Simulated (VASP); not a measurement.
# NaB (Fm-3m) in VASP: notebook

The runs below take NaB through single point, with PBE, LDA, PBEsol.

Everything below comes from runs of VASP 6.6.1. Logs are shortened: lines on timing, memory, paths and dates and some standing lists are left out, and cuts for length are marked.

## (1) The cell of the first run

It takes space group Fm-3m (No. 225, cubic). Conventional cell: a = 5.368 Å, b = 5.368 Å, c = 5.368 Å, α = 90.00°, β = 90.00°, γ = 90.00°. Within 3.5 Å of Na (site symmetry m-3m) lie 6 B at 2.68 Å. Within 3.5 Å of B (site symmetry m-3m) lie 6 Na at 2.68 Å.

## (2) Single point, PBE

INCAR

```
SYSTEM = NaB
  ALGO = Normal
  EDIFF = 1E-6
  ENCUT = 500
  GGA = PE
  GGA_COMPAT = .FALSE.
  ISIF = 2
  ISMEAR = 0
  ISYM = 0
  LASPH = .TRUE.
  LCHARG = .TRUE.
  LELF = .TRUE.
  LREAL = .FALSE.
  LVHAR = .TRUE.
  LWAVE = .FALSE.
  NBANDS = 12
  NELECT = 11.0
  NELM = 120
  PREC = Accurate
  SIGMA = 0.1
```

KPOINTS

```
k-points
0
G
  4 5 2
  0 0 0
```

POSCAR

```
NaB
1.0
    0.0000000000      2.6838690000      2.6838690000
    2.6838690000      0.0000000000      2.6838690000
    2.6838690000      2.6838690000      0.0000000000
Na B
1 1
Direct
    0.0000000000      0.0000000000      0.0000000000
    0.5000000000      0.5000000000      0.5000000000
```

Potentials or basis: VASP PAW PBE potentials, release 64 (Na_pv, B).

On the command line:

```console
$ cat potpaw_PBE.64/Na_pv/POTCAR potpaw_PBE.64/B/POTCAR > POTCAR
$ mpirun -np 1 vasp_std > vasp.out
```

OUTCAR:

```text
SYSTEM = NaB
   EDIFF = 1E-6
   ENCUT = 500
   GGA = PE
   ISIF = 2
   ISMEAR = 0
   ISYM = 0
   LASPH = .TRUE.
   LREAL = .FALSE.
   NELECT = 11.0
   NELM = 120
   PREC = Accurate

 ion  position               nearest neighbor table
   1  0.000  0.000  0.000-
   2  0.500  0.500  0.500-

IMPORTANT INFORMATION: All symmetrisations will be switched off!
NOSYMM: (Re-)initialisation of all symmetry stuff for point group C_1.

----------------------------------------------------------------------------------------

                                     Primitive cell

  volume of cell :      38.6646

  direct lattice vectors                    reciprocal lattice vectors
     0.000000000  2.683869000  2.683869000    -0.186298214  0.186298214  0.186298214
     2.683869000  0.000000000  2.683869000     0.186298214 -0.186298214  0.186298214
     2.683869000  2.683869000  0.000000000     0.186298214  0.186298214 -0.186298214

  length of vectors
     3.795563939  3.795563939  3.795563939     0.322677971  0.322677971  0.322677971

  position of ions in fractional coordinates (direct lattice)
     0.000000000  0.000000000  0.000000000
     0.500000000  0.500000000  0.500000000

  ion indices of the primitive-cell ions
   primitive index   ion index
                 1           1
                 2           2

----------------------------------------------------------------------------------------

 KPOINTS: k-points

Automatic generation of k-mesh.
 Grid dimensions read from file:
 generate k-points for:    4    5    2

 Generating k-lattice:

  Cartesian coordinates                     Fractional coordinates (reciprocal lattice)
    -0.046574553  0.046574553  0.046574553     0.250000000  0.000000000  0.000000000
     0.037259643 -0.037259643  0.037259643     0.000000000  0.200000000  0.000000000
     0.093149107  0.093149107 -0.093149107     0.000000000  0.000000000  0.500000000

  Length of vectors
     0.080669493  0.064535594  0.161338986

  Shift w.r.t. Gamma in fractional coordinates (k-lattice)
     0.000000000  0.000000000  0.000000000

 -----------------------------------------------------------------------------
|                                                                             |
|           W    W    AA    RRRRR   N    N  II  N    N   GGGG   !!!           |
|           W    W   A  A   R    R  NN   N  II  NN   N  G    G  !!!           |
|           W    W  A    A  R    R  N N  N  II  N N  N  G       !!!           |
[... 74 lines left out ...]
   PSTRESS=    0.0 pullay stress
   NELECT =      11.0000    total number of electrons
   NUPDOWN=      -1.0000    fix difference up-down
   EMIN   =  10.00;   EMAX   =-10.00  energy-range for DOS
   EFERMI =   0.00;   METHOD = LEGACY
   ISMEAR =     0;   SIGMA  =   0.10  broadening in eV -4-tet -1-fermi 0-gaus
   EFERMI_NEDOS =   21; number of points for ismear=-14 and -15
   IALGO  =     38    algorithm
   IMIX   =      4    mixing-type and parameters
     AMIX     =   0.40;   BMIX     =  1.00
     AMIX_MAG =   1.60;   BMIX_MAG =  1.00
  volume/ion in A,a.u.               =      19.33       130.46
  Fermi-wavevector in a.u.,A,eV,Ry     =   1.076716  2.034698 15.773464  1.159317
  Thomas-Fermi vector in A             =   2.212608
   LORBIT       =      0    0 simple, 1 ext, 2 COOP (PROOUT), +10 PAW based schemes
   GGA     = PE    functional components
   LHFCALC =     F    Hartree Fock is set to
   AEXX    =    0.0000 exact exchange contribution
   IVDW    =     0    specifies the selected vdW correction
   LEPSILON=     F    determine dielectric tensor
   LRPA    =     F    only Hartree local field effects (RPA)
 non-spin polarized calculation
 Gauss-broadening in eV      SIGMA  =   0.10
  energy-cutoff  :      500.00
  volume of cell :       38.66
 maximum number of plane-waves:       994
   NGX = 13   NGY = 13   NGZ = 13

 number of electron      10.9999996 magnetization

 Free energy of the ion-electron system (eV)
  ---------------------------------------------------
  ext. energy  EPLUGINS =         0.00000000
  ---------------------------------------------------
  free energy    TOTEN  =        -3.16535589 eV

  energy without entropy =       -3.15360252  energy(sigma->0) =       -3.15947921

 E-fermi :   1.5457     XC(G=0):  -8.9271

 val. band max:        1.5240253784   @ k =   0.5000   0.2000   0.0000
 cond. band min:       1.5534679173   @ k =   0.2500   0.2000   0.0000
 fundamental gap:      0.0294425390
 Fermi energy:         1.5457333460

 k-point     1 :       0.0000    0.0000    0.0000
  band No.  band energies     occupation
      1     -23.0193      2.00000
      2     -23.0098      2.00000
      3     -22.9937      2.00000
      4      -6.5403      2.00000
      5       3.3913      0.00000
      6       3.4617      0.00000
      7       3.4808      0.00000
      8       8.0332      0.00000
      9      10.2304      0.00000
     10      10.3009      0.00000
     11      10.3050      0.00000
     12      12.3382      0.00000
[... 301 lines left out ...]
 k-point    22 :      -0.2500    0.4000    0.5000
  band No.  band energies     occupation
      1     -23.0436      2.00000
      2     -23.0351      2.00000
      3     -23.0064      2.00000
      4      -3.9092      2.00000
      5      -0.5374      2.00000
      6       0.6459      2.00000
      7       1.8599      0.00001
      8       7.7748      0.00000
      9       9.1842      0.00000
     10      10.5836      0.00000
     11      12.5180      0.00000
     12      14.4206      0.00000

------------------------ aborting loop because EDIFF is reached ----------------------------------------

  FORCE on cell =-STRESS in cart. coord.  units (eV):
  Direction    XX          YY          ZZ          XY          YZ          ZX
  --------------------------------------------------------------------------------------
  -------------------------------------------------------------------------------------
  Total        3.9709610      4.0679781      5.1658199     -1.2607709     -0.0321605     -0.0164461
  in kB      164.5478708    168.5680469    214.0601916    -52.2435679     -1.3326608     -0.6814896
  external PRESSURE =     182.3920364 kB  Pullay stress =       0.0000000 kB

 VOLUME and BASIS-vectors are now :
 -----------------------------------------------------------------------------
  energy-cutoff  :      500.00
  volume of cell :       38.66
      direct lattice vectors                 reciprocal lattice vectors
     0.000000000  2.683869000  2.683869000    -0.186298214  0.186298214  0.186298214
     2.683869000  0.000000000  2.683869000     0.186298214 -0.186298214  0.186298214
     2.683869000  2.683869000  0.000000000     0.186298214  0.186298214 -0.186298214

 POSITION                                       TOTAL-FORCE (eV/Angst)
 -----------------------------------------------------------------------------------
      0.00000      0.00000      0.00000         0.000000     -0.000000      0.000000
      2.68387      2.68387      2.68387        -0.000000      0.000000     -0.000000
 -----------------------------------------------------------------------------------
    total drift:                               -0.000001     -0.000000     -0.000000

  FREE ENERGIE OF THE ION-ELECTRON SYSTEM (eV)
  ---------------------------------------------------
  free  energy   TOTEN  =        -3.1653558940 eV

  energy  without entropy=       -3.1536025216  energy(sigma->0) =       -3.15947921
```

OSZICAR:

```text
N       E                     dE             d eps       ncg     rms          rms(c)
DAV:   1     0.509139712040E+02    0.50914E+02   -0.55261E+03   532   0.841E+02
DAV:   2    -0.104139719673E+01   -0.51955E+02   -0.50364E+02   552   0.220E+02
DAV:   3    -0.330566319831E+01   -0.22643E+01   -0.22211E+01   680   0.420E+01
DAV:   4    -0.333083720800E+01   -0.25174E-01   -0.25151E-01   560   0.448E+00
DAV:   5    -0.333107619489E+01   -0.23899E-03   -0.23898E-03   632   0.465E-01    0.297E+00
DAV:   6    -0.319391793990E+01    0.13716E+00   -0.74852E-01   544   0.414E+00    0.779E-01
DAV:   7    -0.317115709538E+01    0.22761E-01   -0.83904E-02   612   0.168E+00    0.431E-01
DAV:   8    -0.316561769888E+01    0.55394E-02   -0.10047E-02   620   0.997E-01    0.850E-02
DAV:   9    -0.316536318578E+01    0.25451E-03   -0.48031E-04   568   0.153E-01    0.299E-02
DAV:  10    -0.316536499946E+01   -0.18137E-05   -0.12556E-04   568   0.673E-02    0.153E-02
DAV:  11    -0.316535680471E+01    0.81948E-05   -0.11532E-05   580   0.223E-02    0.548E-03
DAV:  12    -0.316535589403E+01    0.91068E-06   -0.26363E-06   572   0.103E-02
   1 F= -.31653559E+01 E0= -.31594792E+01  d E =-.117534E-01
```

stdout:

```text
POSCAR found type information on POSCAR NaB
 POSCAR found :  2 types and       2 ions
 scaLAPACK will be used
 LDA part: xc-table for (Slater+PW92), standard interpolation
 -----------------------------------------------------------------------------
|                                                                             |
[... 14 lines left out ...]
|                                                                             |
 -----------------------------------------------------------------------------

 POSCAR, INCAR and KPOINTS ok, starting setup
 FFT: planning ... GRIDC
 FFT: planning ... GRID_SOFT
 FFT: planning ... GRID
 WAVECAR not read
 entering main loop
 the old and the new charge density differ
 old charge density:    10.00000 new   11.00000
    0.297E+00
```

Wall time 18 s (1 thread of Intel Xeon 8259CL, shared host); peak memory 0.15 GiB.

The run converged, but its numbers aren't listed here, since they failed a check.

Caveat: the k points lie up to 1.01 Å⁻¹ apart; the cell carries a net charge on a neutralising background, which shifts energy and pressure; the cell is charged against a uniform background, so pressure and absolute levels hang on convention.

(Part 1 of 2 ends here.)
